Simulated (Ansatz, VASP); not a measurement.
## Two plane-wave programs on H

File POSCAR:

```
H
1.0
    1.6485318600     -2.7316882300      0.0000000000
    1.6485318600      2.7316882300      0.0000000000
    0.0000000000      0.0000000000      6.3137686200
H
4
Direct
    0.5678085000      0.4321915000      0.9995149500
    0.4321915000      0.5678085000      0.0004850500
    0.4321915000      0.5678085000      0.4995149500
    0.5678085000      0.4321915000      0.5004850500
```

File INCAR.step1:

```
  PREC = Accurate
  ENCUT = 520
  ISMEAR = 0
  SIGMA = 0.02
  LREAL = F
  LASPH = T
  NELM = 100
  NBANDS = 10
  GGA = PE
  ALGO = Normal
  EDIFF = 1E-4
  LWAVE = T
  LCHARG = F
```

The input INCAR.step2:

```
  PREC = Accurate
  ENCUT = 520
  EDIFF = 1E-7
  ISMEAR = 0
  SIGMA = 0.02
  LREAL = F
  LASPH = T
  NELM = 100
  ALGO = Normal
  ISIF = 2
  LWAVE = F
  LCHARG = F
  METAGGA = R2SCAN
  LMIXTAU = T
  NBANDS = 10
  ISTART = 1
```

Contents of KPOINTS:

```
regular mesh
0
Gamma
  2 2 1
```

Input for Ansatz:

```yaml
crystal:
  lattice:
    - [1.64853186, -2.73168823, 0.0]
    - [1.64853186, 2.73168823, 0.0]
    - [0.0, 0.0, 6.31376862]
  atoms:
    - { symbol: H, position: [0.5678085, 0.4321915, 0.99951495] }
    - { symbol: H, position: [0.4321915, 0.5678085, 0.00048505] }
    - { symbol: H, position: [0.4321915, 0.5678085, 0.49951495] }
    - { symbol: H, position: [0.5678085, 0.4321915, 0.50048505] }
basis:
  ecutwfc: 500
kpoints:
  mp_grid: { grid: [2, 2, 1] }
hamiltonian:
  xc: r2scan
scf:
  occupations: { method: gaussian, width: 0.02 }
output:
  forces: true
  stress: true
  eigenvalues: true
```

Alike in both runs: task single point; functional r2SCAN; k mesh 2 × 2 × 1; occupations gaussian, width 0.02 eV; no spin polarisation.

```csv
,VASP,Ansatz
version,VASP 6.6.1,Ansatz 0.2.0
potentials or method,"VASP PAW PBE potentials, release 64 (H), cutoff 520 eV","scalar-relativistic, plane waves, PAW"
valence electrons in the cell,4,4
```

Ansatz gave:

| Item | Value |
| --- | --- |
| gap on the k mesh at the Fermi level (eV) | 9.07 |
| least direct gap on the mesh (eV) | 9.07 |
| pressure (GPa) | 1.1 |
| traceless stress, the component that is largest in VASP (GPa) | 0.24 |
| rms of the force components (eV/Å) | 0.128 |

Problem. Which values does VASP return?

Solution. gap on the k mesh at the Fermi level (eV): 9.09; least direct gap on the mesh (eV): 9.09; pressure (GPa): 0.9; traceless stress, the component that is largest in VASP (GPa): 0.25; rms of the force components (eV/Å): 0.125.

VASP's potentials were made for PBE, not for r2SCAN. Atom by atom the forces differ by 0.003 eV/Å (rms over components).

The k mesh is coarse, so the values compare programs but aren't converged.
